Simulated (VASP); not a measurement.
# Ag (Fd-3m) in VASP: notebook

Ag is run at these levels: PBE; tasks: single point.

Program: VASP 6.6.1. These are calculated values, not measurements. Logs are shortened: lines on timing, memory, paths and dates and some standing lists are left out, and cuts for length are marked.

## 1. The cell of the first run

It takes space group Fd-3m (No. 227, cubic). The conventional cell has a = 6.218 Å, b = 6.218 Å, c = 6.218 Å, α = 90.00°, β = 90.00°, γ = 90.00°. Within 3.6 Å of Ag (site symmetry -43m) lie 4 Ag at 2.69 Å.

## 2. Single point, PBE

File INCAR:

```
SYSTEM = Ag
  PREC = Accurate
  ENCUT = 520
  EDIFF = 1E-6
  ISMEAR = -1
  SIGMA = 0.1
  LREAL = .FALSE.
  LASPH = .TRUE.
  NELM = 60
  ALGO = Normal
  ISIF = 2
  LWAVE = .FALSE.
  LCHARG = .TRUE.
  GGA = PE
  LELF = .TRUE.
  LVHAR = .TRUE.
  NBANDS = 18
```

File KPOINTS:

```
Automatic mesh
0
G
  12 12 12
  0 0 0
```

File POSCAR:

```
Ag
1.0
    0.0000000000      3.1089356791      3.1089356791
    3.1089356791      0.0000000000      3.1089356791
    3.1089356791      3.1089356791      0.0000000000
Ag
2
Direct
   -0.1250000000     -0.1250000000     -0.1250000000
    0.1250000000      0.1250000000      0.1250000000
```

Potentials or basis: VASP PAW PBE potentials, release 64 (Ag).

Run with:

```sh
$ cat potpaw_PBE.64/Ag/POTCAR > POTCAR
$ mpirun -np 1 vasp_std > vasp.out
```

OUTCAR:

```text
SYSTEM = Ag
   PREC = Accurate
   ENCUT = 520
   EDIFF = 1E-6
   ISMEAR = -1
   LREAL = .FALSE.
   LASPH = .TRUE.
   NELM = 60
   ISIF = 2
   GGA = PE

 ion  position               nearest neighbor table
   1  0.875  0.875  0.875-   2 2.69   2 2.69   2 2.69   2 2.69
   2  0.125  0.125  0.125-   1 2.69   1 2.69   1 2.69   1 2.69

  LATTYP: Found a face centered cubic cell.
 ALAT       =     6.2178713582

  Lattice vectors:

 A1 = (   0.0000000000,   3.1089356791,   3.1089356791)
 A2 = (   3.1089356791,   0.0000000000,   3.1089356791)
 A3 = (   3.1089356791,   3.1089356791,   0.0000000000)

Analysis of symmetry for initial positions (statically):
=====================================================================
 Subroutine PRICEL returns:
 Original cell was already a primitive cell.

 Routine SETGRP: Setting up the symmetry group for a
 face centered cubic supercell.

 Subroutine GETGRP returns: Found 48 space group operations
 (whereof 12 operations were pure point group operations)
 out of a pool of 48 trial point group operations.

The static configuration has the point symmetry D_3d.
 The point group associated with its full space group is O_h .

Analysis of symmetry for dynamics (positions and initial velocities):
=====================================================================
 Subroutine PRICEL returns:
 Original cell was already a primitive cell.

 Routine SETGRP: Setting up the symmetry group for a
 face centered cubic supercell.

 Subroutine GETGRP returns: Found 48 space group operations
 (whereof 12 operations were pure point group operations)
 out of a pool of 48 trial point group operations.

The dynamic configuration has the point symmetry D_3d.
 The point group associated with its full space group is O_h .

 Subroutine INISYM returns: Found 48 space group operations
 (whereof 12 operations are pure point group operations),
 and found     1 'primitive' translations

----------------------------------------------------------------------------------------

                                     Primitive cell

  volume of cell :      60.0987

  direct lattice vectors                    reciprocal lattice vectors
     0.000000000  3.108935679  3.108935679    -0.160826743  0.160826743  0.160826743
     3.108935679  0.000000000  3.108935679     0.160826743 -0.160826743  0.160826743
     3.108935679  3.108935679  0.000000000     0.160826743  0.160826743 -0.160826743

  length of vectors
     4.396699002  4.396699002  4.396699002     0.278560090  0.278560090  0.278560090

  position of ions in fractional coordinates (direct lattice)
     0.875000000  0.875000000  0.875000000
     0.125000000  0.125000000  0.125000000

  ion indices of the primitive-cell ions
   primitive index   ion index
                 1           1
                 2           2

----------------------------------------------------------------------------------------

 KPOINTS: Automatic mesh

Automatic generation of k-mesh.
 Grid dimensions read from file:
 generate k-points for:   12   12   12

 Generating k-lattice:

  Cartesian coordinates                     Fractional coordinates (reciprocal lattice)
    -0.013402229  0.013402229  0.013402229     0.083333333  0.000000000  0.000000000
     0.013402229 -0.013402229  0.013402229     0.000000000  0.083333333  0.000000000
     0.013402229  0.013402229 -0.013402229     0.000000000  0.000000000  0.083333333

  Length of vectors
     0.023213341  0.023213341  0.023213341

  Shift w.r.t. Gamma in fractional coordinates (k-lattice)
     0.000000000  0.000000000  0.000000000

 Subroutine IBZKPT returns following result:
 ===========================================

 Found     72 irreducible k-points:

 Following reciprocal coordinates:
            Coordinates               Weight
  0.000000  0.000000  0.000000      1.000000
  0.083333  0.000000  0.000000      8.000000
  0.166667  0.000000  0.000000      8.000000
  0.250000  0.000000  0.000000      8.000000
  0.333333  0.000000  0.000000      8.000000
  0.416667  0.000000  0.000000      8.000000
[... 16 lines left out ...]
  0.500000  0.166667  0.000000     24.000000
 -0.416667  0.166667  0.000000     24.000000
 [... further k-points ...]
   k-points           NKPTS =     72   k-points in BZ     NKDIM =     72   number of bands    NBANDS=     18
   number of dos      NEDOS =    301   number of ions     NIONS =      2
   total plane-waves  NPLWV =  46656
   dimension x,y,z NGX =    36 NGY =   36 NGZ =   36
   dimension x,y,z NGXF=    72 NGYF=   72 NGZF=   72
   ions per type =               2
   NGX,Y,Z   is equivalent  to a cutoff of  13.61, 13.61, 13.61 a.u.
   NGXF,Y,Z  is equivalent  to a cutoff of  27.22, 27.22, 27.22 a.u.
 SYSTEM =  Ag
   PREC   = accura    normal or accurate (medium, high low for compatibility)
   ISTART =      0    job   : 0-new  1-cont  2-samecut
   ICHARG =      2    charge: 1-file 2-atom 10-const
   ISPIN  =      1    spin polarized calculation?
   LNONCOLLINEAR =      F non collinear calculations
   LSORBIT =      F    spin-orbit coupling
   LASPH  =      T    aspherical Exc in radial PAW
   ENCUT  =  520.0 eV  38.22 Ry    6.18 a.u.   8.17  8.17  8.17*2*pi/ulx,y,z
   NELM   =     60;   NELMIN=  2; NELMDL= -5     # of ELM steps
   EDIFF  = 0.1E-05   stopping-criterion for ELM
   LREAL  =      F    real-space projection
   EDIFFG = 0.1E-04   stopping-criterion for IOM
   NSW    =      0    number of steps for IOM
   IBRION =     -1    ionic relax: 0-MD 1-quasi-New 2-CG
   NFREE  =      0    steps in history (QN), initial steepest desc. (CG)
   ISIF   =      2    stress and relaxation
   ISYM   =      2    0-nonsym 1-usesym 2-fastsym
   POTIM  = 0.5000    time-step for ionic-motion
   TEBEG  =    0.0;   TEEND  =   0.0 temperature during run
   PSTRESS=    0.0 pullay stress
   NELECT =      22.0000    total number of electrons
   NUPDOWN=      -1.0000    fix difference up-down
   EMIN   =  10.00;   EMAX   =-10.00  energy-range for DOS
   EFERMI =   0.00;   METHOD = LEGACY
   ISMEAR =    -1;   SIGMA  =   0.10  broadening in eV -4-tet -1-fermi 0-gaus
   EFERMI_NEDOS =   21; number of points for ismear=-14 and -15
   IALGO  =     38    algorithm
   IMIX   =      4    mixing-type and parameters
     AMIX     =   0.40;   BMIX     =  1.00
     AMIX_MAG =   1.60;   BMIX_MAG =  1.00
  volume/ion in A,a.u.               =      30.05       202.78
  Fermi-wavevector in a.u.,A,eV,Ry     =   1.171100  2.213058 18.660054  1.371475
  Thomas-Fermi vector in A             =   2.307549
   LORBIT       =      0    0 simple, 1 ext, 2 COOP (PROOUT), +10 PAW based schemes
   GGA     = PE    functional components
[... 5 lines left out ...]
 non-spin polarized calculation
  energy-cutoff  :      520.00
  volume of cell :       60.10
 maximum number of plane-waves:      1639
 NGX is ok and might be reduce to    36
   NGX = 17   NGY = 17   NGZ = 17

 number of electron      21.9999999 magnetization

 Free energy of the ion-electron system (eV)
  ---------------------------------------------------
  ext. energy  EPLUGINS =         0.00000000
  ---------------------------------------------------
  free energy    TOTEN  =        -3.88567387 eV

  energy without entropy =       -3.86660580  energy(sigma->0) =       -3.87613984

 E-fermi :   2.6388     XC(G=0):  -8.8337

 val. band max:        2.5472986681   @ k =  -0.3333   0.4167   0.1667
 cond. band min:       2.6683858137   @ k =  -0.3333   0.4167   0.0833
 fundamental gap:      0.1210871456
 Fermi energy:         2.6387870986

 k-point     1 :       0.0000    0.0000    0.0000
  band No.  band energies     occupation
      1      -2.0014      2.00000
      2      -1.8251      2.00000
      3      -1.8251      2.00000
      4      -1.8251      2.00000
      5      -1.8233      2.00000
      6      -1.8233      2.00000
[... 10 lines left out ...]
     17      11.8186      0.00000
     18      12.3010      0.00000

 k-point     2 :       0.0833    0.0000    0.0000
  band No.  band energies     occupation
      1      -1.9294      2.00000
      2      -1.9010      2.00000
      3      -1.9010      2.00000
      4      -1.8213      2.00000
      5      -1.7319      2.00000
      6      -1.7319      2.00000
[... 10 lines left out ...]
     17      12.2968      0.00000
     18      12.8362      0.00000

 k-point     3 :       0.1667    0.0000    0.0000
  band No.  band energies     occupation
      1      -1.9496      2.00000
      2      -1.9496      2.00000
      3      -1.8438      2.00000
      4      -1.7025      2.00000
      5      -1.6457      2.00000
      6      -1.6457      2.00000
[... 10 lines left out ...]
     17      12.8519      0.00000
     18      13.3317      0.00000

 k-point     4 :       0.2500    0.0000    0.0000
  band No.  band energies     occupation
      1      -1.9653      2.00000
      2      -1.9653      2.00000
      3      -1.8375      2.00000
      4      -1.5927      2.00000
      5      -1.5927      2.00000
      6      -1.4755      2.00000
[... 10 lines left out ...]
     17      12.9183      0.00000
     18      12.9725      0.00000

 k-point     5 :       0.3333    0.0000    0.0000
  band No.  band energies     occupation
      1      -1.9511      2.00000
      2      -1.9511      2.00000
      3      -1.8299      2.00000
      4      -1.5884      2.00000
      5      -1.5884      2.00000
      6      -1.3670      2.00000
[... 10 lines left out ...]
     17      12.7001      0.00000
     18      12.7001      0.00000

 k-point     6 :       0.4167    0.0000    0.0000
  band No.  band energies     occupation
      1      -1.9204      2.00000
      2      -1.9204      2.00000
      3      -1.8195      2.00000
      4      -1.6174      2.00000
      5      -1.6174      2.00000
      6      -1.3607      2.00000
[... 307 lines left out ...]
 k-point    21 :       0.3333    0.1667    0.0000
  band No.  band energies     occupation
      1      -2.0872      2.00000
      2      -1.8732      2.00000
      3      -1.8586      2.00000
      4      -1.5775      2.00000
      5      -1.3723      2.00000
      6      -1.3405      2.00000
[... 10 lines left out ...]
     17      14.1322      0.00000
     18      14.6270      0.00000

 k-point    22 :       0.4167    0.1667    0.0000
  band No.  band energies     occupation
      1      -2.0813      2.00000
      2      -1.8898      2.00000
      3      -1.8463      2.00000
      4      -1.5352      2.00000
      5      -1.3871      2.00000
      6      -1.3240      2.00000
[... 10 lines left out ...]
     17      13.8666      0.00000
     18      14.2041      0.00000

 k-point    23 :       0.5000    0.1667    0.0000
  band No.  band energies     occupation
      1      -2.0717      2.00000
      2      -1.9224      2.00000
      3      -1.8062      2.00000
      4      -1.4883      2.00000
      5      -1.4383      2.00000
      6      -1.3402      2.00000
[... 10 lines left out ...]
     17      13.8154      0.00000
     18      14.5544      0.00000

 k-point    24 :      -0.4167    0.1667    0.0000
  band No.  band energies     occupation
      1      -2.0546      2.00000
      2      -1.9703      2.00000
      3      -1.7501      2.00000
      4      -1.5286      2.00000
      5      -1.4299      2.00000
      6      -1.3349      2.00000
[... 10 lines left out ...]
     17      13.5147      0.00000
     18      15.1564      0.00000

 [... further k-points ...]
[... 5 lines left out ...]
  --------------------------------------------------------------------------------------
  -------------------------------------------------------------------------------------
  Total       -0.0181509     -0.0181509     -0.0181509     -0.0000000     -0.0000000     -0.0000000
  in kB       -0.4838866     -0.4838866     -0.4838866     -0.0000000     -0.0000000     -0.0000000
  external PRESSURE =      -0.4838866 kB  Pullay stress =       0.0000000 kB

 VOLUME and BASIS-vectors are now :
 -----------------------------------------------------------------------------
  energy-cutoff  :      520.00
  volume of cell :       60.10
      direct lattice vectors                 reciprocal lattice vectors
     0.000000000  3.108935679  3.108935679    -0.160826743  0.160826743  0.160826743
     3.108935679  0.000000000  3.108935679     0.160826743 -0.160826743  0.160826743
     3.108935679  3.108935679  0.000000000     0.160826743  0.160826743 -0.160826743

 POSITION                                       TOTAL-FORCE (eV/Angst)
 -----------------------------------------------------------------------------------
      5.44064      5.44064      5.44064        -0.000000     -0.000000     -0.000000
      0.77723      0.77723      0.77723         0.000000      0.000000      0.000000
 -----------------------------------------------------------------------------------
    total drift:                                0.000000      0.000000      0.000000

  FREE ENERGIE OF THE ION-ELECTRON SYSTEM (eV)
  ---------------------------------------------------
  free  energy   TOTEN  =        -3.8856738683 eV

  energy  without entropy=       -3.8666058039  energy(sigma->0) =       -3.87613984
```

Run time: 29 s. Hardware: 1 thread of Intel Xeon 6975P-C (Granite Rapids), shared host; peak memory 0.23 GiB.

Results:

- Free energy: -3.8857 eV
- Pressure: 0.0 GPa
- Band gap on the k mesh: zero (band 11 reaches 3.07 eV, above the bottom of band 12 at 2.10 eV)

## 3. Single point, PBE

File INCAR:

```
PREC = Accurate
ENCUT = 520
EDIFF = 1E-6
ISMEAR = -1
SIGMA = 0.1
LREAL = F
LASPH = T
NELM = 80
ALGO = Normal
ISIF = 2
LWAVE = F
LCHARG = T
GGA = PE
LELF = T
LVHAR = T
NBANDS = 18
```

File KPOINTS:

```
regular mesh
0
Gamma
  12 12 12
```

POSCAR is that of step 2.

Potentials or basis: VASP PAW PBE potentials, release 64 (Ag).

Run with:

```sh
$ cat potpaw_PBE.64/Ag/POTCAR > POTCAR
$ mpirun -np 1 vasp_std > vasp.out
```

It took 25 s on 1 thread of Intel Xeon 6975P-C (Granite Rapids), shared host; peak memory 0.23 GiB.

Results (log left out):

```yaml
Free_energy: -3.8857 eV
Pressure: 0.0 GPa
Band_gap_on_the_k_mesh: zero (band 11 reaches 3.07 eV, above the bottom of band 12 at 2.10 eV)
```

Levels at points of the mesh, in eV from the Fermi level:
```
           k point  band 8  band 9  band 10  band 11  band 12  band 13  band 14  band 15
(0.00, 0.00, 0.00)   -3.22   -3.22    -2.67    -2.67     8.45     8.45     8.45     9.18
(0.50, 0.00, 0.00)   -3.11   -2.71    -2.71    -0.92    -0.54     6.11     6.11     8.95
(0.50, 0.50, 0.00)   -3.47   -2.61    -2.61     0.11     0.11     3.49     3.49     6.95
```
